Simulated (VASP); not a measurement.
Crystal: ScAl3.

```
Sc Al
1.0
     4.08781    0.00000    0.00000
     0.00000    4.08781    0.00000
     0.00000    0.00000    4.08781
Sc Al
1 3
Direct
  0.00000 0.00000 0.00000
  0.50000 0.50000 0.00000
  0.00000 0.50000 0.50000
  0.50000 0.00000 0.50000
```

* Program: VASP 6.6.1
* Task: relaxation of cell and atoms
* Functional: RPBE
* Potentials or basis: VASP PAW PBE potentials, release 64 (Sc_sv, Al)
* Cutoff: 600 eV
* k mesh: 7 × 7 × 7
* Occupations: fermi-dirac, width 0.05 eV
* Spin: no spin polarisation

At the start: pressure 3.2 GPa; volume 17.08 Å³/atom.

Task: Where does the relaxation end?

Result: Over 3 steps the energy falls by 5.9 meV/atom and the volume is 17.69 Å³/atom (+3.6 %); space group Pm-3m (No. 221, to 0.1 Å) before and after.

The path:
| step | energy change (eV) | largest force (eV/Å) | pressure (GPa) | volume (Å³) |
| --- | --- | --- | --- | --- |
| 1 | 0.0000 | 0.0000 | 3.17 | 68.31 |
| 2 | -0.0204 | 0.0000 | -1.07 | 71.71 |
| 3 | -0.0236 | 0.0000 | 0.00 | 70.76 |

Final structure:
```
Sc Al
1.0
     4.13616    0.00000    0.00000
     0.00000    4.13616    0.00000
     0.00000    0.00000    4.13616
Sc Al
1 3
Direct
  0.00000 0.00000 0.00000
  0.50000 0.50000 0.00000
  0.00000 0.50000 0.50000
  0.50000 0.00000 0.50000
```

Caveat: the PAW data sets were made with another functional, which shifts forces and pressure a little.
